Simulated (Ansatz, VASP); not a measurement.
# Two plane-wave programs on Ag

INCAR

```
SYSTEM = Ag
  PREC = Accurate
  ENCUT = 500
  EDIFF = 1E-6
  ISMEAR = 0
  SIGMA = 0.1
  LREAL = .False.
  LASPH = .True.
  NELM = 200
  ALGO = Normal
  ISIF = 2
  LWAVE = .False.
  LCHARG = .False.
  LMAXMIX = 4
  LDAU = .True.
  LDAUTYPE = 1
  LDAUL = 2
  LDAUU = 5
  LDAUJ = 0.31
  LDAUPRINT = 1
  GGA = PE
  NBANDS = 18
  GGA_COMPAT = .False.
```

KPOINTS

```
regular mesh
0
Gamma
  6 6 4
  0 0 0
```

The input POSCAR:

```
Ag
1.0
    2.9222991408      0.0000000000      0.0000000000
   -1.4611495704      2.5307852934      0.0000000000
    0.0000000000      0.0000000000      4.7016618100
Ag
2
Direct
    0.3333333333      0.6666666667      0.2500000000
    0.6666666667      0.3333333333      0.7500000000
```

Input for Ansatz:

```yaml
crystal:
  lattice:
    - [2.9222991408, 0.0, 0.0]
    - [-1.4611495704, 2.5307852934, 0.0]
    - [0.0, 0.0, 4.70166181]
  atoms:
    - { symbol: Ag, position: [0.3333333333, 0.6666666667, 0.25] }
    - { symbol: Ag, position: [0.6666666667, 0.3333333333, 0.75] }
basis:
  ecutwfc: 420
kpoints:
  mp_grid: { grid: [6, 6, 4] }
  band_path: { path: [VBM, CBM], npoints: 5 }
hamiltonian:
  xc: pbe
  hubbard:
    sites: [{ species: Ag, l: d, u: 5.0, j: 0.31 }]
    projectors: ortho-atomic
scf:
  occupations: { method: gaussian, width: 0.1 }
  max_iter: 100
output:
  forces: true
  stress: true
  eigenvalues: true
```

Alike in both runs: task single point; functional PBE; k mesh 6 × 6 × 4; occupations gaussian, width 0.1 eV; no spin polarisation; Hubbard terms Ag d U = 5.0 eV, J = 0.31 eV.

|  | VASP | Ansatz |
| --- | --- | --- |
| version | VASP 6.6.1 | Ansatz 0.2.0 |
| potentials or method | VASP PAW PBE potentials, release 64 (Ag), cutoff 500 eV | scalar-relativistic, plane waves, PAW |
| valence electrons in the cell | 22 | 38 |

```csv
,VASP,Ansatz,Ansatz less VASP
gap on the k mesh at the Fermi level (eV),none,none,-
pressure (GPa),2.3,6.0,+3.69
"traceless stress, the component that is largest in VASP (GPa)",-1.34,-1.33,+0.003
```

The programs project onto different local orbitals, so the same U acts differently, and such runs can settle in different states. A gap of «none» marks a metal or a gap that the smearing closes. VASP's potentials hold 22 valence electrons a cell and Ansatz's 38, so a difference there can come from the potentials and not from the codes. Ansatz's warnings: band edges overlap, filled band counts differ across k points.

The k mesh is coarse, so the values compare programs but aren't converged.
